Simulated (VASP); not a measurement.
A run of VASP 6.6.1 is set up as follows.

File INCAR:

```
SYSTEM = BN
PREC     = Accurate       ! precision mode
ENCUT    = 520            ! plane-wave cutoff, eV
EDIFF    = 1E-7           ! SCF threshold, eV
ISMEAR   = 0              ! smearing method
SIGMA    = 0.02           ! smearing width, eV
LREAL    = .False.        ! projectors in reciprocal space
LASPH    = .True.         ! aspherical terms in the spheres
NELM     = 60             ! most SCF steps
ALGO     = Normal         ! electronic algorithm
ISIF     = 2              ! what is computed and relaxed
LWAVE    = .False.        ! write WAVECAR
LCHARG   = .True.         ! write CHGCAR
GGA      = PE             ! functional
IVDW     = 12             ! dispersion correction
LELF     = .True.         ! ELF
LVHAR    = .True.       
NBANDS   = 11             ! bands
```

The input KPOINTS:

```
regular mesh
0
Gamma
  12 12 12
  0 0 0
```

POSCAR

```
BN
1.0
    2.4956025575      0.0019051514     -0.2293000856
   -1.2388455253      2.1664035948      0.2292847848
   -0.9294715199     -0.9096165076      3.3482244780
B N
1 1
Direct
    0.9910416142      0.9914239448     -0.0061484409
    0.6571073858      0.3244600552      0.9929534409
```

Potentials or basis: VASP PAW PBE potentials, release 64 (B, N).

Run with:

```sh
$ cat potpaw_PBE.64/B/POTCAR potpaw_PBE.64/N/POTCAR > POTCAR
$ mpirun -np 1 vasp_std > vasp.out
```

Question: Estimate the band gap on the k mesh.

Answer: 4.19 eV (least direct gap 4.68 eV).

Question: Predict the pressure.

Answer: 0.1 GPa.

Question: Estimate the dispersion energy per atom.

Answer: -0.142 eV.

Stress tensor (GPa, compression positive):
```
 0.15  0.01 -0.06
 0.01  0.16  0.03
-0.06  0.03 -0.12
```

A k mesh can miss the band edges.
